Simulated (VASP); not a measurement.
Set up this calculation in VASP 6.6.1, as the native input.

```
Task                   : single point
Functional             : PBE
Potentials or basis    : VASP PAW PBE potentials, release 64 (Pb_d, Se)
Cutoff                 : 500 eV
k mesh                 : 3 × 3 × 3
Occupations            : gaussian, width 0.01 eV
Spin                   : no spin polarisation
Dipole correction      : no
Further INCAR settings : ALGO = Normal; EDIFF = 1e-06; NBANDS = 17
```

The structure of PbSe (Clausthalite) lies in POSCAR:

```
PbSe
1.0
    0.0000000000      3.0696893648      3.0696893648
    3.0696893648      0.0000000000      3.0696893648
    3.0696893648      3.0696893648      0.0000000000
Pb Se
1 1
Direct
    0.0000000000      0.0000000000      0.0000000000
    0.5000000000      0.5000000000      0.5000000000
```

These files were run (other wordings do the same):

INCAR

```
SYSTEM = PbSe
PREC = Accurate
ENCUT = 500
EDIFF = 1E-6
ISMEAR = 0
SIGMA = 0.01
LREAL = .False.
LASPH = .True.
NELM = 120
ALGO = Normal
ISIF = 2
LWAVE = .False.
LCHARG = .False.
GGA = PE
NBANDS = 17
GGA_COMPAT = .False.
```

KPOINTS

```
regular mesh
0
Gamma
  3 3 3
  0 0 0
```

Potentials or basis: VASP PAW PBE potentials, release 64 (Pb_d, Se).

Command:

```sh
$ cat potpaw_PBE.64/Pb_d/POTCAR potpaw_PBE.64/Se/POTCAR > POTCAR
$ mpirun -np 1 vasp_std > vasp.out
```

It gave:

```
Pressure : 1.0 GPa
```

Caveat: the k points lie up to 0.59 Å⁻¹ apart.

Wall time 11 s on 1 thread of AMD EPYC 7R13, with other jobs on the host, peak memory 0.14 GiB.
